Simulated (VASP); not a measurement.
# SnO (P4/nmm) in VASP: relaxation of cell and atoms with PBE

Aim: the relaxation of cell and atoms of SnO with PBE.

Program: VASP 6.6.1. These are calculated values, not measurements. Logs are shortened: lines on timing, memory, paths and dates and some standing lists are left out, and cuts for length are marked.

### Step 1. The cell of the first run

The structure is tetragonal, space group P4/nmm (No. 129). The conventional cell has a = 3.802 Å, b = 3.802 Å, c = 4.836 Å, α = 90.00°, β = 90.00°, γ = 90.00°. Within 2.9 Å of Sn (site symmetry 4mm) lie 4 O at 2.22 Å. Within 2.9 Å of O (site symmetry -4m2) lie 4 Sn at 2.22 Å and 4 O at 2.69 Å.

### Step 2. Relaxation of cell and atoms, PBE

Input file INCAR:

```
PREC     = Accurate       # precision mode
ENCUT    = 600            # plane-wave cutoff, eV
EDIFF    = 1E-6           # SCF threshold, eV
ISMEAR   = 0              # smearing method
SIGMA    = 0.1            # smearing width, eV
LREAL    = F              # projectors in reciprocal space
LASPH    = T              # aspherical terms in the spheres
NELM     = 100            # most SCF steps
ALGO     = Normal         # electronic algorithm
ISIF     = 3              # what is computed and relaxed
LWAVE    = F              # write WAVECAR
LCHARG   = F              # write CHGCAR
GGA      = PE             # functional
IBRION   = 2              # ionic algorithm
NSW      = 100            # ionic steps
EDIFFG   = -0.005         # ionic threshold
```

Input file KPOINTS:

```
Automatic mesh
0
Gamma
  12 12 10
```

Input file POSCAR:

```
SnO
1.0
    3.8020000000      0.0000000000      0.0000000000
    0.0000000000      3.8020000000      0.0000000000
    0.0000000000      0.0000000000      4.8360000000
Sn O
2 2
Direct
    0.0000000000      0.5000000000      0.2385000000
    0.5000000000      0.0000000000      0.7615000000
    0.0000000000      0.0000000000      0.0000000000
    0.5000000000      0.5000000000      0.0000000000
```

Potentials or basis: VASP PAW PBE potentials, release 64 (Sn_d, O).

Command:

```bash
cat potpaw_PBE.64/Sn_d/POTCAR potpaw_PBE.64/O/POTCAR > POTCAR
mpirun -np 1 vasp_std > vasp.out
```

OUTCAR:

```text
PREC = Accurate
   ENCUT = 600
   EDIFF = 1E-6
   ISMEAR = 0
   LREAL = F
   LASPH = T
   NELM = 100
   ISIF = 3
   GGA = PE
   IBRION = 2
   NSW = 100
   EDIFFG = -0.005

 ion  position               nearest neighbor table
   1  0.000  0.500  0.239-   3 2.22   4 2.22   3 2.22   4 2.22   2 3.54   2 3.54   2 3.54   2 3.54
                             2 3.69   2 3.69   2 3.69   2 3.69
   2  0.500  0.000  0.761-   3 2.22   4 2.22   4 2.22   3 2.22   1 3.54   1 3.54   1 3.54   1 3.54
                             1 3.69   1 3.69   1 3.69   1 3.69
   3  0.000  0.000  0.000-   1 2.22   2 2.22   1 2.22   2 2.22
   4  0.500  0.500  0.000-   1 2.22   2 2.22   2 2.22   1 2.22

  LATTYP: Found a simple tetragonal cell.
 ALAT       =     3.8020000000
 C/A-ratio  =     1.2719621252

  Lattice vectors:

 A1 = (   3.8020000000,   0.0000000000,   0.0000000000)
 A2 = (   0.0000000000,   3.8020000000,   0.0000000000)
 A3 = (   0.0000000000,   0.0000000000,   4.8360000000)

Analysis of symmetry for initial positions (statically):
=====================================================================
 Subroutine PRICEL returns:
 Original cell was already a primitive cell.

 Routine SETGRP: Setting up the symmetry group for a
 simple tetragonal supercell.

 Subroutine GETGRP returns: Found 16 space group operations
 (whereof  8 operations were pure point group operations)
 out of a pool of 16 trial point group operations.

The static configuration has the point symmetry D_2d.
 The point group associated with its full space group is D_4h.

Analysis of symmetry for dynamics (positions and initial velocities):
=====================================================================
 Subroutine PRICEL returns:
 Original cell was already a primitive cell.

 Routine SETGRP: Setting up the symmetry group for a
 simple tetragonal supercell.

 Subroutine GETGRP returns: Found 16 space group operations
 (whereof  8 operations were pure point group operations)
 out of a pool of 16 trial point group operations.

The dynamic configuration has the point symmetry D_2d.
 The point group associated with its full space group is D_4h.

 Subroutine INISYM returns: Found 16 space group operations
 (whereof  8 operations are pure point group operations),
 and found     1 'primitive' translations

----------------------------------------------------------------------------------------

                                     Primitive cell

  volume of cell :      69.9054

  direct lattice vectors                    reciprocal lattice vectors
     3.802000000  0.000000000  0.000000000     0.263019463  0.000000000  0.000000000
     0.000000000  3.802000000  0.000000000     0.000000000  0.263019463  0.000000000
     0.000000000  0.000000000  4.836000000     0.000000000  0.000000000  0.206782465

  length of vectors
     3.802000000  3.802000000  4.836000000     0.263019463  0.263019463  0.206782465

  position of ions in fractional coordinates (direct lattice)
     0.000000000  0.500000000  0.238500000
     0.500000000  0.000000000  0.761500000
     0.000000000  0.000000000  0.000000000
     0.500000000  0.500000000  0.000000000

  ion indices of the primitive-cell ions
   primitive index   ion index
                 1           1
                 2           2
                 3           3
                 4           4

----------------------------------------------------------------------------------------

 KPOINTS: Automatic mesh

Automatic generation of k-mesh.
 Grid dimensions read from file:
 generate k-points for:   12   12   10

 Generating k-lattice:

  Cartesian coordinates                     Fractional coordinates (reciprocal lattice)
     0.021918289  0.000000000  0.000000000     0.083333333  0.000000000  0.000000000
     0.000000000  0.021918289  0.000000000     0.000000000  0.083333333  0.000000000
     0.000000000  0.000000000  0.020678246     0.000000000  0.000000000  0.100000000

  Length of vectors
     0.021918289  0.021918289  0.020678246

  Shift w.r.t. Gamma in fractional coordinates (k-lattice)
     0.000000000  0.000000000  0.000000000

 Subroutine IBZKPT returns following result:
 ===========================================

 Found    168 irreducible k-points:

 Following reciprocal coordinates:
            Coordinates               Weight
  0.000000  0.000000  0.000000      1.000000
  0.083333  0.000000  0.000000      4.000000
  0.166667  0.000000  0.000000      4.000000
  0.250000  0.000000  0.000000      4.000000
  0.333333  0.000000  0.000000      4.000000
  0.416667  0.000000  0.000000      4.000000
[... 16 lines left out ...]
  0.333333  0.333333  0.000000      4.000000
  0.416667  0.333333  0.000000      8.000000
 [... further k-points ...]
   k-points           NKPTS =    168   k-points in BZ     NKDIM =    168   number of bands    NBANDS=     24
   number of dos      NEDOS =    301   number of ions     NIONS =      4
   total plane-waves  NPLWV =  36000
   dimension x,y,z NGX =    30 NGY =   30 NGZ =   40
   dimension x,y,z NGXF=    60 NGYF=   60 NGZF=   80
   ions per type =               2   2
   NGX,Y,Z   is equivalent  to a cutoff of  13.12, 13.12, 13.75 a.u.
   NGXF,Y,Z  is equivalent  to a cutoff of  26.24, 26.24, 27.50 a.u.
 SYSTEM =  unknown system
   PREC   = accura    normal or accurate (medium, high low for compatibility)
   ISTART =      0    job   : 0-new  1-cont  2-samecut
   ICHARG =      2    charge: 1-file 2-atom 10-const
   ISPIN  =      1    spin polarized calculation?
   LNONCOLLINEAR =      F non collinear calculations
   LSORBIT =      F    spin-orbit coupling
   LASPH  =      T    aspherical Exc in radial PAW
   ENCUT  =  600.0 eV  44.10 Ry    6.64 a.u.   7.59  7.59  9.66*2*pi/ulx,y,z
   NELM   =    100;   NELMIN=  2; NELMDL= -5     # of ELM steps
   EDIFF  = 0.1E-05   stopping-criterion for ELM
   LREAL  =      F    real-space projection
   EDIFFG = -.5E-02   stopping-criterion for IOM
   NSW    =    100    number of steps for IOM
   IBRION =      2    ionic relax: 0-MD 1-quasi-New 2-CG
   NFREE  =      1    steps in history (QN), initial steepest desc. (CG)
   ISIF   =      3    stress and relaxation
   ISYM   =      2    0-nonsym 1-usesym 2-fastsym
   POTIM  = 0.5000    time-step for ionic-motion
   TEBEG  =    0.0;   TEEND  =   0.0 temperature during run
   PSTRESS=    0.0 pullay stress
   NELECT =      40.0000    total number of electrons
   NUPDOWN=      -1.0000    fix difference up-down
   EMIN   =  10.00;   EMAX   =-10.00  energy-range for DOS
   EFERMI =   0.00;   METHOD = LEGACY
   ISMEAR =     0;   SIGMA  =   0.10  broadening in eV -4-tet -1-fermi 0-gaus
   EFERMI_NEDOS =   21; number of points for ismear=-14 and -15
   IALGO  =     38    algorithm
   IMIX   =      4    mixing-type and parameters
     AMIX     =   0.40;   BMIX     =  1.00
     AMIX_MAG =   1.60;   BMIX_MAG =  1.00
  volume/ion in A,a.u.               =      17.48       117.94
  Fermi-wavevector in a.u.,A,eV,Ry     =   1.359121  2.568365 25.132801  1.847209
  Thomas-Fermi vector in A             =   2.485896
   LORBIT       =      0    0 simple, 1 ext, 2 COOP (PROOUT), +10 PAW based schemes
   GGA     = PE    functional components
   LHFCALC =     F    Hartree Fock is set to
   AEXX    =    0.0000 exact exchange contribution
   IVDW    =     0    specifies the selected vdW correction
   LEPSILON=     F    determine dielectric tensor
   LRPA    =     F    only Hartree local field effects (RPA)
 conjugate gradient relaxation of ions
 non-spin polarized calculation
 Gauss-broadening in eV      SIGMA  =   0.10
  energy-cutoff  :      600.00
  volume of cell :       69.91
 maximum number of plane-waves:      2356
   NGX = 15   NGY = 15   NGZ = 19

--------------------------------------- Ionic step        1  -------------------------------------------

 number of electron      40.0000024 magnetization

 Free energy of the ion-electron system (eV)
  ---------------------------------------------------
  ext. energy  EPLUGINS =         0.00000000
  ---------------------------------------------------
  free energy    TOTEN  =       -22.67454210 eV

  energy without entropy =      -22.67412948  energy(sigma->0) =      -22.67433579

------------------------ aborting loop because EDIFF is reached ----------------------------------------

  FORCE on cell =-STRESS in cart. coord.  units (eV):
  Direction    XX          YY          ZZ          XY          YZ          ZX
  --------------------------------------------------------------------------------------
  -------------------------------------------------------------------------------------
  Total        2.0820997      2.0820997      1.5571371      0.0000000      0.0000000      0.0000000
  in kB       47.7201261     47.7201261     35.6883859      0.0000000      0.0000000      0.0000000
  external PRESSURE =      43.7095460 kB  Pullay stress =       0.0000000 kB
[... 95 lines left out ...]
  FREE ENERGIE OF THE ION-ELECTRON SYSTEM (eV)
  ---------------------------------------------------
  free  energy   TOTEN  =       -22.7127643818 eV

  energy  without entropy=      -22.7124938129  energy(sigma->0) =      -22.71262910

 E-fermi :   6.6178     XC(G=0): -10.0099

 val. band max:        6.4421826092   @ k =   0.0833   0.0833   0.0000
 cond. band min:       6.7499253498   @ k =   0.5000   0.5000   0.0000
 fundamental gap:      0.3077427406
 Fermi energy:         6.6177966247

 k-point     1 :       0.0000    0.0000    0.0000
  band No.  band energies     occupation
      1     -15.3083      2.00000
      2     -14.9495      2.00000
      3     -14.9495      2.00000
      4     -14.9437      2.00000
      5     -14.9169      2.00000
      6     -14.9064      2.00000
[... 637 lines left out ...]
     23      11.0102      0.00000
     24      11.3751      0.00000

 [... further k-points ...]

[... ionic steps 4 to 22 ...]

--------------------------------------- Ionic step       23  -------------------------------------------

 number of electron      39.9999988 magnetization

------------------------ aborting loop because EDIFF is reached ----------------------------------------
[... 71 lines left out ...]
--------------------------------------- Ionic step       25  -------------------------------------------

 number of electron      39.9999988 magnetization

 Free energy of the ion-electron system (eV)
  ---------------------------------------------------
  ext. energy  EPLUGINS =         0.00000000
  ---------------------------------------------------
  free energy    TOTEN  =       -22.72428265 eV

  energy without entropy =      -22.72428063  energy(sigma->0) =      -22.72428164

 E-fermi :   6.4265     XC(G=0):  -9.8513

 val. band max:        6.1873810888   @ k =   0.0833   0.0000   0.0000
 cond. band min:       6.6366150722   @ k =   0.5000   0.5000   0.0000
 fundamental gap:      0.4492339834
 Fermi energy:         6.4265146721

 k-point     1 :       0.0000    0.0000    0.0000
  band No.  band energies     occupation
      1     -15.5616      2.00000
      2     -15.2035      2.00000
      3     -15.1983      2.00000
      4     -15.1983      2.00000
      5     -15.1697      2.00000
      6     -15.1546      2.00000
[... 637 lines left out ...]
     23      10.6698      0.00000
     24      11.0933      0.00000

 [... further k-points ...]

------------------------ aborting loop because EDIFF is reached ----------------------------------------

  FORCE on cell =-STRESS in cart. coord.  units (eV):
  Direction    XX          YY          ZZ          XY          YZ          ZX
  --------------------------------------------------------------------------------------
  -------------------------------------------------------------------------------------
  Total        0.0049255      0.0049255     -0.0031130      0.0000000     -0.0000000      0.0000000
  in kB        0.1045604      0.1045604     -0.0660849      0.0000000     -0.0000000      0.0000000
  external PRESSURE =       0.0476787 kB  Pullay stress =       0.0000000 kB
[... 19 lines left out ...]
  FREE ENERGIE OF THE ION-ELECTRON SYSTEM (eV)
  ---------------------------------------------------
  free  energy   TOTEN  =       -22.7242826522 eV

  energy  without entropy=      -22.7242806275  energy(sigma->0) =      -22.72428164

 reached required accuracy - stopping structural energy minimisation
```

Wall time 61 min (1 thread of AMD EPYC 7R13, shared host); peak memory 0.39 GiB.

What came out:

```
Free energy                           : -22.7243 eV
Relaxed volume                        : 18.87 Å³/atom
Relaxed cell                          : a = 3.868 Å, b = 3.868 Å, c = 5.045 Å, α = 90.00°, β = 90.00°, γ = 90.00°
Space group after relaxing (to 0.1 Å) : P4/nmm (No. 129)
Energy gained by relaxing             : 12.4 meV/atom
Ionic steps                           : 25
Pressure after relaxing               : 0.0 GPa
Largest force after relaxing          : 0.003 eV/Å
Band gap on the k mesh                : 0.45 eV (least direct gap 1.93 eV)
```

Forces in eV/Å, atoms in the order of the input:
```
Sn   0.000  0.000 -0.003
Sn   0.000  0.000  0.003
O    0.000  0.000  0.000
O    0.000  0.000  0.000
```

The path:
| step | energy change (eV) | largest force (eV/Å) | pressure (GPa) | volume (Å³) |
| --- | --- | --- | --- | --- |
| 1 | 0.0000 | 0.4331 | 4.37 | 69.91 |
| 2 | -0.0075 | 0.7827 | -2.92 | 74.84 |
| 3 | -0.0382 | 0.2369 | 0.27 | 72.43 |
| 4 | -0.0427 | 0.1399 | 0.18 | 72.93 |
| 5 | -0.0445 | 0.0267 | 0.06 | 73.52 |
| 6 | -0.0458 | 0.0147 | 0.08 | 73.74 |
| 7 | -0.0482 | 0.0148 | 0.17 | 74.26 |
| 8 | -0.0493 | 0.0730 | 0.39 | 75.28 |
| 9 | -0.0492 | 0.0571 | -0.31 | 76.03 |
| 10 | -0.0496 | 0.0110 | 0.06 | 75.64 |
| 11 | -0.0496 | 0.0103 | 0.03 | 75.65 |
| 12 | -0.0497 | 0.0080 | 0.04 | 75.63 |
| 13 | -0.0497 | 0.0062 | -0.03 | 75.58 |
| 14 | -0.0497 | 0.0031 | -0.09 | 75.48 |
| 15 | -0.0497 | 0.0063 | -0.01 | 75.55 |
| 16 | -0.0497 | 0.0067 | -0.03 | 75.56 |
| 17 | -0.0497 | 0.0057 | -0.02 | 75.56 |
| 18 | -0.0497 | 0.0052 | -0.03 | 75.56 |
| 19 | -0.0497 | 0.0075 | 0.00 | 75.51 |
| 20 | -0.0497 | 0.0087 | 0.05 | 75.48 |
| 21 | -0.0497 | 0.0095 | 0.01 | 75.50 |
| 22 | -0.0497 | 0.0055 | 0.00 | 75.49 |
| 23 | -0.0497 | 0.0074 | 0.01 | 75.49 |
| 24 | -0.0497 | 0.0077 | 0.00 | 75.48 |
| 25 | -0.0497 | 0.0031 | 0.00 | 75.47 |

Final structure:
```
CELL_PARAMETERS angstrom
3.86786 0.00000 0.00000
0.00000 3.86786 0.00000
0.00000 0.00000 5.04488
ATOMIC_POSITIONS crystal
Sn 0.00000 0.50000 0.23051
Sn 0.50000 0.00000 0.76949
O 0.00000 0.00000 0.00000
O 0.50000 0.50000 0.00000
```

Caveat: spin-orbit coupling is left out, which moves the levels of the heavy elements. Zero-point motion and thermal expansion aren't in these numbers.
